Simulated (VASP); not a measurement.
# ScAl2 (Fd-3m) in VASP: notebook

Runs on ScAl2. Level: r2SCAN+D3(BJ). Tasks: single point, relaxation of volume and atoms at fixed shape.

Everything below comes from runs of VASP 6.6.1. Logs are shortened: lines on timing, memory, paths and dates and some standing lists are left out, and cuts for length are marked.

### Step 1. The cell of the first run

It takes space group Fd-3m (No. 227, cubic). Conventional cell: a = 7.513 Å, b = 7.513 Å, c = 7.513 Å, α = 90.00°, β = 90.00°, γ = 90.00°. Within 4.1 Å of Sc (site symmetry -43m) lie 12 Al at 3.11 Å and 4 Sc at 3.25 Å. Al (site symmetry -3m) has 6 Al at 2.66 Å and 6 Sc at 3.11 Å within 3.5 Å.

### Step 2. Single point, r2SCAN+D3(BJ)

The input, POSCAR:

```
ScAl2
1.0
    0.0000000000      3.7564597175      3.7564597175
    3.7564597175      0.0000000000      3.7564597175
    3.7564597175      3.7564597175      0.0000000000
Sc Al
2 4
Direct
    0.5000000000      0.5000000000      0.5000000000
    0.7500000000      0.7500000000      0.7500000000
    0.1250000000      0.1250000000      0.1250000000
    0.6250000000      0.1250000000      0.1250000000
    0.1250000000      0.6250000000      0.1250000000
    0.1250000000      0.1250000000      0.6250000000
```

The input, INCAR.step1:

```
SYSTEM = ScAl2
ALGO = Normal
EDIFF = 1E-4
ENCUT = 520
GGA = PE
ISMEAR = -1
LASPH = .True.
LCHARG = .False.
LREAL = .False.
LWAVE = .True.
NBANDS = 26
NELM = 60
PREC = Accurate
SIGMA = 0.1
```

The input, INCAR.step2:

```
SYSTEM = ScAl2
ALGO = Normal
EDIFF = 1E-6
ENCUT = 520
ISIF = 2
ISMEAR = -1
ISTART = 1
IVDW = 12
LASPH = .True.
LCHARG = .False.
LMIXTAU = .True.
LREAL = .False.
LWAVE = .False.
METAGGA = R2SCAN
NBANDS = 26
NELM = 60
PREC = Accurate
SIGMA = 0.1
VDW_A1 = 0.49484001
VDW_A2 = 5.73083694
VDW_S6 = 1.0
VDW_S8 = 0.78981345
```

The input, KPOINTS:

```
k-points
0
Gamma
  5 5 5
  0 0 0
```

Potentials or basis: VASP PAW PBE potentials, release 64 (Sc_sv, Al).

Started as:

```console
$ cat potpaw_PBE.64/Sc_sv/POTCAR potpaw_PBE.64/Al/POTCAR > POTCAR
$ cp INCAR.step1 INCAR
$ mpirun -np 1 vasp_std > vasp.out
$ cp INCAR.step2 INCAR
$ mpirun -np 1 vasp_std > vasp.out
```

OUTCAR:

```text
SYSTEM = ScAl2
   EDIFF = 1E-6
   ENCUT = 520
   ISIF = 2
   ISMEAR = -1
   ISTART = 1
   IVDW = 12
   LASPH = .True.
   LREAL = .False.
   METAGGA = R2SCAN
   NELM = 60
   PREC = Accurate
 IVDW          = 12

 ion  position               nearest neighbor table
   1  0.500  0.500  0.500-   3 3.11   5 3.11   6 3.11   3 3.11   4 3.11   6 3.11   3 3.11   4 3.11
                             5 3.11   4 3.11   5 3.11   6 3.11   2 3.25   2 3.25   2 3.25   2 3.25
   2  0.750  0.750  0.750-   4 3.11   5 3.11   6 3.11   3 3.11   4 3.11   5 3.11   3 3.11   4 3.11
                             6 3.11   3 3.11   5 3.11   6 3.11   1 3.25   1 3.25   1 3.25   1 3.25
   3  0.125  0.125  0.125-   4 2.66   5 2.66   6 2.66   6 2.66   5 2.66   4 2.66   1 3.11   2 3.11
                             1 3.11   2 3.11   1 3.11   2 3.11
   4  0.625  0.125  0.125-   3 2.66   6 2.66   5 2.66   3 2.66   5 2.66   6 2.66   2 3.11   1 3.11
                             1 3.11   2 3.11   2 3.11   1 3.11
   5  0.125  0.625  0.125-   3 2.66   6 2.66   3 2.66   4 2.66   6 2.66   4 2.66   2 3.11   1 3.11
                             2 3.11   2 3.11   1 3.11   1 3.11
   6  0.125  0.125  0.625-   3 2.66   3 2.66   4 2.66   5 2.66   5 2.66   4 2.66   1 3.11   2 3.11
                             1 3.11   2 3.11   1 3.11   2 3.11

  LATTYP: Found a face centered cubic cell.
 ALAT       =     7.5129194350

  Lattice vectors:

 A1 = (   0.0000000000,   3.7564597175,   3.7564597175)
 A2 = (   3.7564597175,   0.0000000000,   3.7564597175)
 A3 = (   3.7564597175,   3.7564597175,   0.0000000000)

Analysis of symmetry for initial positions (statically):
[... 6 lines left out ...]

 Subroutine GETGRP returns: Found 48 space group operations
 (whereof 24 operations were pure point group operations)
 out of a pool of 48 trial point group operations.

The static configuration has the point symmetry T_d .
 The point group associated with its full space group is O_h .

Analysis of symmetry for dynamics (positions and initial velocities):
[... 6 lines left out ...]

 Subroutine GETGRP returns: Found 48 space group operations
 (whereof 24 operations were pure point group operations)
 out of a pool of 48 trial point group operations.

The dynamic configuration has the point symmetry T_d .
 The point group associated with its full space group is O_h .

 Subroutine INISYM returns: Found 48 space group operations
 (whereof 24 operations are pure point group operations),
 and found     1 'primitive' translations

----------------------------------------------------------------------------------------

                                     Primitive cell

  volume of cell :     106.0147

  direct lattice vectors                    reciprocal lattice vectors
     0.000000000  3.756459717  3.756459717    -0.133104049  0.133104049  0.133104049
     3.756459717  0.000000000  3.756459717     0.133104049 -0.133104049  0.133104049
     3.756459717  3.756459717  0.000000000     0.133104049  0.133104049 -0.133104049

  length of vectors
     5.312436279  5.312436279  5.312436279     0.230542976  0.230542976  0.230542976

  position of ions in fractional coordinates (direct lattice)
     0.500000000  0.500000000  0.500000000
     0.750000000  0.750000000  0.750000000
     0.125000000  0.125000000  0.125000000
     0.625000000  0.125000000  0.125000000
     0.125000000  0.625000000  0.125000000
     0.125000000  0.125000000  0.625000000

  ion indices of the primitive-cell ions
   primitive index   ion index
                 1           1
                 2           2
                 3           3
                 4           4
                 5           5
                 6           6

----------------------------------------------------------------------------------------

 KPOINTS: k-points

Automatic generation of k-mesh.
 Grid dimensions read from file:
 generate k-points for:    5    5    5

 Generating k-lattice:

  Cartesian coordinates                     Fractional coordinates (reciprocal lattice)
    -0.026620810  0.026620810  0.026620810     0.200000000  0.000000000  0.000000000
     0.026620810 -0.026620810  0.026620810     0.000000000  0.200000000  0.000000000
     0.026620810  0.026620810 -0.026620810     0.000000000  0.000000000  0.200000000

  Length of vectors
     0.046108595  0.046108595  0.046108595

  Shift w.r.t. Gamma in fractional coordinates (k-lattice)
     0.000000000  0.000000000  0.000000000

 Subroutine IBZKPT returns following result:
 ===========================================

 Found     10 irreducible k-points:

 Following reciprocal coordinates:
            Coordinates               Weight
  0.000000  0.000000  0.000000      1.000000
  0.200000  0.000000  0.000000      8.000000
  0.400000  0.000000  0.000000      8.000000
  0.200000  0.200000  0.000000      6.000000
  0.400000  0.200000  0.000000     24.000000
 -0.400000  0.200000  0.000000     24.000000
 -0.200000  0.200000  0.000000     12.000000
  0.400000  0.400000  0.000000      6.000000
 -0.400000  0.400000  0.000000     12.000000
 -0.400000  0.400000  0.200000     24.000000
   k-points           NKPTS =     10   k-points in BZ     NKDIM =     10   number of bands    NBANDS=     26
   number of dos      NEDOS =    301   number of ions     NIONS =      6
   total plane-waves  NPLWV =  64000
   dimension x,y,z NGX =    40 NGY =   40 NGZ =   40
   dimension x,y,z NGXF=    80 NGYF=   80 NGZF=   80
   ions per type =               2   4
   NGX,Y,Z   is equivalent  to a cutoff of  12.52, 12.52, 12.52 a.u.
   NGXF,Y,Z  is equivalent  to a cutoff of  25.03, 25.03, 25.03 a.u.
 SYSTEM =  ScAl2
   PREC   = accura    normal or accurate (medium, high low for compatibility)
   ISTART =      1    job   : 0-new  1-cont  2-samecut
   ICHARG =      0    charge: 1-file 2-atom 10-const
   ISPIN  =      1    spin polarized calculation?
   LNONCOLLINEAR =      F non collinear calculations
   LSORBIT =      F    spin-orbit coupling
   LASPH  =      T    aspherical Exc in radial PAW
   ENCUT  =  520.0 eV  38.22 Ry    6.18 a.u.   9.88  9.88  9.88*2*pi/ulx,y,z
   NELM   =     60;   NELMIN=  2; NELMDL=  0     # of ELM steps
   EDIFF  = 0.1E-05   stopping-criterion for ELM
   LREAL  =      F    real-space projection
   EDIFFG = 0.1E-04   stopping-criterion for IOM
   NSW    =      0    number of steps for IOM
   IBRION =     -1    ionic relax: 0-MD 1-quasi-New 2-CG
   NFREE  =      0    steps in history (QN), initial steepest desc. (CG)
   ISIF   =      2    stress and relaxation
   ISYM   =      2    0-nonsym 1-usesym 2-fastsym
   POTIM  = 0.5000    time-step for ionic-motion
   TEBEG  =    0.0;   TEEND  =   0.0 temperature during run
   PSTRESS=    0.0 pullay stress
   NELECT =      34.0000    total number of electrons
   NUPDOWN=      -1.0000    fix difference up-down
   EMIN   =  10.00;   EMAX   =-10.00  energy-range for DOS
   EFERMI =   0.00;   METHOD = LEGACY
   ISMEAR =    -1;   SIGMA  =   0.10  broadening in eV -4-tet -1-fermi 0-gaus
   EFERMI_NEDOS =   21; number of points for ismear=-14 and -15
   IALGO  =     38    algorithm
   IMIX   =      4    mixing-type and parameters
     AMIX     =   0.40;   BMIX     =  1.00
     AMIX_MAG =   1.60;   BMIX_MAG =  1.00
  volume/ion in A,a.u.               =      17.67       119.24
  Fermi-wavevector in a.u.,A,eV,Ry     =   1.120587  2.117603 17.085055  1.255716
  Thomas-Fermi vector in A             =   2.257235
   LORBIT       =      0    0 simple, 1 ext, 2 COOP (PROOUT), +10 PAW based schemes
   METAGGA = R2SCAN    functional components
   LHFCALC =     F    Hartree Fock is set to
   AEXX    =    0.0000 exact exchange contribution
   IVDW    =    12    specifies the selected vdW correction
   LEPSILON=     F    determine dielectric tensor
   LRPA    =     F    only Hartree local field effects (RPA)
 non-spin polarized calculation
  energy-cutoff  :      520.00
  volume of cell :      106.01
 maximum number of plane-waves:      2869
   NGX = 19   NGY = 19   NGZ = 19

 number of electron      34.0000002 magnetization

 Free energy of the ion-electron system (eV)
  ---------------------------------------------------
  ext. energy  EPLUGINS =         0.00000000
  ---------------------------------------------------
  free energy    TOTEN  =       -52.93857471 eV

  energy without entropy =      -52.82719405  energy(sigma->0) =      -52.88288438

 E-fermi :   6.7180     XC(G=0): -11.0893

 val. band max:        6.6913410109   @ k =  -0.4000   0.4000   0.0000
 cond. band min:       6.7803043726   @ k =  -0.2000   0.2000   0.0000
 fundamental gap:      0.0889633617
 Fermi energy:         6.7180137280

 k-point     1 :       0.0000    0.0000    0.0000
  band No.  band energies     occupation
      1     -44.7152      2.00000
      2     -44.6714      2.00000
      3     -22.4360      2.00000
      4     -22.4360      2.00000
      5     -22.4360      2.00000
      6     -22.3193      2.00000
[... 18 lines left out ...]
     25      10.3863      0.00000
     26      10.3863      0.00000

 k-point     2 :       0.2000    0.0000    0.0000
  band No.  band energies     occupation
      1     -44.7122      2.00000
      2     -44.6744      2.00000
      3     -22.4414      2.00000
      4     -22.4413      2.00000
      5     -22.4366      2.00000
      6     -22.3206      2.00000
[... 18 lines left out ...]
     25      10.0699      0.00000
     26      10.0701      0.00000

 k-point     3 :       0.4000    0.0000    0.0000
  band No.  band energies     occupation
      1     -44.7057      2.00000
      2     -44.6808      2.00000
      3     -22.4491      2.00000
      4     -22.4491      2.00000
      5     -22.4381      2.00000
      6     -22.3218      2.00000
[... 18 lines left out ...]
     25      10.0911      0.00000
     26      10.0911      0.00000

 k-point     4 :       0.2000    0.2000    0.0000
  band No.  band energies     occupation
      1     -44.7110      2.00000
      2     -44.6755      2.00000
      3     -22.4474      2.00000
      4     -22.4474      2.00000
      5     -22.4255      2.00000
      6     -22.3316      2.00000
[... 18 lines left out ...]
     25      10.0335      0.00000
     26      10.0335      0.00000

 k-point     5 :       0.4000    0.2000    0.0000
  band No.  band energies     occupation
      1     -44.7050      2.00000
      2     -44.6815      2.00000
      3     -22.4581      2.00000
      4     -22.4549      2.00000
      5     -22.4171      2.00000
      6     -22.3412      2.00000
[... 18 lines left out ...]
     25      10.2337      0.00000
     26      10.2847      0.00000

 k-point     6 :      -0.4000    0.2000    0.0000
  band No.  band energies     occupation
      1     -44.7017      2.00000
      2     -44.6848      2.00000
      3     -22.4642      2.00000
      4     -22.4541      2.00000
      5     -22.4163      2.00000
      6     -22.3421      2.00000
[... 18 lines left out ...]
     25      10.2290      0.00000
     26      10.5463      0.00000

 k-point     7 :      -0.2000    0.2000    0.0000
  band No.  band energies     occupation
      1     -44.7076      2.00000
      2     -44.6789      2.00000
      3     -22.4566      2.00000
      4     -22.4459      2.00000
      5     -22.4265      2.00000
      6     -22.3313      2.00000
[... 18 lines left out ...]
     25       9.8442      0.00000
     26      10.2971      0.00000

 k-point     8 :       0.4000    0.4000    0.0000
  band No.  band energies     occupation
      1     -44.7000      2.00000
      2     -44.6865      2.00000
      3     -22.4628      2.00000
      4     -22.4628      2.00000
      5     -22.3977      2.00000
      6     -22.3622      2.00000
[... 18 lines left out ...]
     25      10.7059      0.00000
     26      10.7059      0.00000

 k-point     9 :      -0.4000    0.4000    0.0000
  band No.  band energies     occupation
      1     -44.6953      2.00000
      2     -44.6912      2.00000
      3     -22.4679      2.00000
      4     -22.4624      2.00000
      5     -22.3899      2.00000
      6     -22.3695      2.00000
[... 18 lines left out ...]
     25      10.9063      0.00000
     26      11.0730      0.00000

 k-point    10 :      -0.4000    0.4000    0.2000
  band No.  band energies     occupation
      1     -44.6987      2.00000
      2     -44.6878      2.00000
      3     -22.4665      2.00000
      4     -22.4609      2.00000
      5     -22.3986      2.00000
      6     -22.3599      2.00000
[... 18 lines left out ...]
     25      10.3481      0.00000
     26      10.8088      0.00000

------------------------ aborting loop because EDIFF is reached ----------------------------------------

 Edisp (eV)   -1.09155

 E8    (eV) :    -0.4036

  FORCE on cell =-STRESS in cart. coord.  units (eV):
  Direction    XX          YY          ZZ          XY          YZ          ZX
  --------------------------------------------------------------------------------------
  -------------------------------------------------------------------------------------
  Total       0.00779     0.00779     0.00779     0.00000     0.00000    -0.00000
  in kB       0.11776     0.11776     0.11776     0.00000     0.00000    -0.00000
  external pressure =        0.12 kB  Pullay stress =        0.00 kB

 VOLUME and BASIS-vectors are now :
 -----------------------------------------------------------------------------
  energy-cutoff  :      520.00
  volume of cell :      106.01
      direct lattice vectors                 reciprocal lattice vectors
     0.000000000  3.756459717  3.756459717    -0.133104049  0.133104049  0.133104049
     3.756459717  0.000000000  3.756459717     0.133104049 -0.133104049  0.133104049
     3.756459717  3.756459717  0.000000000     0.133104049  0.133104049 -0.133104049

 POSITION                                       TOTAL-FORCE (eV/Angst)
 -----------------------------------------------------------------------------------
      3.75646      3.75646      3.75646        -0.000000      0.000000      0.000000
      5.63469      5.63469      5.63469        -0.000000     -0.000000     -0.000000
      0.93911      0.93911      0.93911         0.000000      0.000000      0.000000
      0.93911      2.81734      2.81734         0.000000      0.000000      0.000000
      2.81734      0.93911      2.81734         0.000000      0.000000      0.000000
      2.81734      2.81734      0.93911         0.000000      0.000000      0.000000
 -----------------------------------------------------------------------------------
    total drift:                               -0.000000     -0.000000      0.000000

  FREE ENERGIE OF THE ION-ELECTRON SYSTEM (eV)
  ---------------------------------------------------
  free  energy   TOTEN  =       -54.0301231072 eV

  energy  without entropy=      -53.9187424511  energy(sigma->0) =      -53.97443278
```

Run time: 74 s. Hardware: 1 thread of Intel Xeon 6975P-C (Granite Rapids), shared host; peak memory 0.27 GiB.

What came out:

- Free energy: -54.0301 eV
- Pressure: 0.0 GPa
- Band gap on the k mesh: zero (band 17 reaches 7.16 eV, above the bottom of band 18 at 4.84 eV)
- Dispersion energy per atom: -0.182 eV

Caveat: the PAW data sets were made with another functional, which shifts forces and pressure a little; pairwise dispersion overbinds metals, which lowers pressure and volume.

### Step 3. Relaxation of volume and atoms at fixed shape, r2SCAN+D3(BJ)

This run uses another cell than the first one, of 17.97 Å³/atom, 1.017 times its volume.

The input, POSCAR:

```
ScAl2
1.0
    0.0000000000      3.7776526800      3.7776526800
    3.7776526800      0.0000000000      3.7776526800
    3.7776526800      3.7776526800      0.0000000000
Sc Al
2 4
Direct
    0.5000000000      0.5000000000      0.5000000000
    0.7500000013      0.7500000013      0.7500000013
    0.1250000000      0.1250000000      0.1250000000
    0.6250000000      0.1250000000      0.1250000000
    0.1250000000      0.6250000000      0.1250000000
    0.1250000000      0.1250000000      0.6250000000
```

The input, INCAR.step1:

```
  PREC = Accurate
  ENCUT = 600
  ISMEAR = -1
  SIGMA = 0.1
  LREAL = F
  LASPH = T
  NELM = 60
  GGA = PE
  ALGO = Normal
  EDIFF = 1E-4
  LWAVE = T
  LCHARG = F
```

The input, INCAR.step2:

```
  PREC = Accurate
  ENCUT = 600
  EDIFF = 1E-6
  ISMEAR = -1
  SIGMA = 0.1
  LREAL = F
  LASPH = T
  NELM = 60
  ALGO = Normal
  ISIF = 8
  LWAVE = F
  LCHARG = F
  METAGGA = R2SCAN
  LMIXTAU = T
  IVDW = 12
  VDW_S6 = 1.0
  VDW_S8 = 0.78981345
  VDW_A1 = 0.49484001
  VDW_A2 = 5.73083694
  IBRION = 2
  NSW = 80
  EDIFFG = -0.01
  ISTART = 1
```

The input, KPOINTS:

```
regular mesh
0
Gamma
  5 5 5
```

Potentials or basis: VASP PAW PBE potentials, release 64 (Sc_sv, Al).

Started as:

```console
$ cat potpaw_PBE.64/Sc_sv/POTCAR potpaw_PBE.64/Al/POTCAR > POTCAR
$ cp INCAR.step1 INCAR
$ mpirun -np 1 vasp_std > vasp.out
$ cp INCAR.step2 INCAR
$ mpirun -np 1 vasp_std > vasp.out
```

Run time: 4.2 min. Hardware: 1 thread of Intel Xeon 6975P-C (Granite Rapids), shared host; peak memory 0.37 GiB.

Results (log left out):

```yaml
Free_energy: -54.0310 eV
Relaxed_volume: 17.67 Å³/atom
Relaxed_cell: a = 5.313 Å, b = 5.313 Å, c = 5.313 Å, α = 60.00°, β = 60.00°, γ = 60.00°
Space_group_after_relaxing_to_0.05_Å: Fd-3m (No. 227)
Energy_gained_by_relaxing: 1.5 meV/atom
Ionic_steps: 3
Pressure_after_relaxing: 0.0 GPa
Band_gap_on_the_k_mesh: zero (band 17 reaches 7.16 eV, above the bottom of band 18 at 4.84 eV)
Dispersion_energy_per_atom: -0.182 eV
```

Step by step:
| step | energy change (eV) | largest force (eV/Å) | pressure (GPa) | volume (Å³) |
| --- | --- | --- | --- | --- |
| 1 | 0.0000 | 0.0000 | -1.58 | 107.82 |
| 2 | -0.0062 | 0.0000 | 0.92 | 105.07 |
| 3 | -0.0090 | 0.0000 | 0.00 | 106.03 |

Final structure:
```yaml
crystal:
  lattice:
    - [0.00000, 3.75670, 3.75670]
    - [3.75670, 0.00000, 3.75670]
    - [3.75670, 3.75670, 0.00000]
  atoms:
    - { symbol: Sc, position: [0.50000, 0.50000, 0.50000] }
    - { symbol: Sc, position: [0.75000, 0.75000, 0.75000] }
    - { symbol: Al, position: [0.12500, 0.12500, 0.12500] }
    - { symbol: Al, position: [0.62500, 0.12500, 0.12500] }
    - { symbol: Al, position: [0.12500, 0.62500, 0.12500] }
    - { symbol: Al, position: [0.12500, 0.12500, 0.62500] }
```

Levels at points of the mesh, in eV from the Fermi level:
| k point | band 14 | band 15 | band 16 | band 17 | band 18 | band 19 | band 20 | band 21 |
| --- | --- | --- | --- | --- | --- | --- | --- | --- |
| (0.00, 0.00, 0.00) | -2.53 | -2.53 | -2.53 | -1.88 | -1.88 | 0.42 | 2.26 | 2.26 |

Caveat: the PAW data sets were made with another functional, which shifts forces and pressure a little; pairwise dispersion overbinds metals, which lowers pressure and volume.
